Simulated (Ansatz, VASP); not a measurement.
# Si2WC3: VASP beside Ansatz

```xyz
6
Lattice="4.3497 0.0000 0.0000 0.0000 2.6449 0.0000 0.0000 0.0000 6.0242" Properties=species:S:1:pos:R:3 pbc="T T T"
Si    0.0000    0.0000    6.4947
Si    0.0000    1.3225    2.8756
W     2.1749    0.0000    2.0146
C     2.1749    1.3225    4.9906
C     2.1749    1.3225    0.4172
C     2.1749    0.0000    4.2922
```

Change from the starting cell: species swapped into the Ho2Si3Pd type (Pmm2, No. 25).

Alike in both runs: functional PBE; k mesh 4 × 4 × 3; occupations gaussian, width 0.2 eV; no spin polarisation.

Ansatz relaxed the structure, and its values are those at the end. VASP's run is a single point on that final structure, the one shown.

```csv
,VASP,Ansatz
version,VASP 6.6.1,Ansatz 0.2.0
potentials or method,"VASP PAW PBE potentials, release 64 (Si, W_sv, C), cutoff 520 eV","scalar-relativistic, plane waves, PAW"
valence electrons in the cell,34,34
```

|  | VASP | Ansatz | Ansatz less VASP |
| --- | --- | --- | --- |
| gap on the k mesh at the Fermi level (eV) | none | none | - |
| pressure (GPa) | 0.5 | 0.1 | -0.32 |
| rms of the force components (eV/Å) | 0.004 | 0.005 | +0.0014 |

A gap of «none» marks a metal or a gap that the smearing closes.

The k mesh is coarse, so the values compare programs but aren't converged. Spin-orbit coupling is off throughout.
